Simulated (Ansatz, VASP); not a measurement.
Two plane-wave programs on AlN

```
CELL_PARAMETERS angstrom
3.11300 0.00000 0.00000
-1.55650 2.69594 0.00000
0.00000 0.00000 4.98100
ATOMIC_POSITIONS crystal
Al 0.66489 0.33750 0.50173
Al 0.32590 0.67039 0.99387
N 0.64066 0.31637 0.86875
N 0.32689 0.66311 0.37511
```

Change from the starting cell: atoms moved at random, drawn with an rms of 0.05 Å.

Alike in both runs: task single point; functional PBEsol; k mesh 10 × 10 × 6; occupations fermi-dirac, width 0.05 eV; no spin polarisation.

|  | VASP | Ansatz |
| --- | --- | --- |
| version | VASP 6.6.1 | Ansatz 0.2.0 |
| potentials or method | VASP PAW PBE potentials, release 64 (Al, N) | Ansatz PAW |
| plane-wave cutoff (eV) | 600 | 420 |
| valence electrons in the cell | 16 | 16 |

VASP gave:

| Item | Value |
| --- | --- |
| gap on the k mesh at the Fermi level (eV) | 4.17 |
| least direct gap on the mesh (eV) | 4.17 |
| pressure (GPa) | 0.8 |
| traceless stress, the component that is largest in VASP (GPa) | 4.08 |
| rms of the force components (eV/Å) | 0.604 |

Question: Estimate Ansatz's values.

Answer: gap on the k mesh at the Fermi level (eV): 4.15; least direct gap on the mesh (eV): 4.15; pressure (GPa): 0.9; traceless stress, the component that is largest in VASP (GPa): 4.00; rms of the force components (eV/Å): 0.599.

VASP's potentials were made for PBE, not for PBEsol. Atom by atom the forces differ by 0.006 eV/Å (rms over components). With one functional, cell and mesh, what is left measures potentials, basis and numerics.
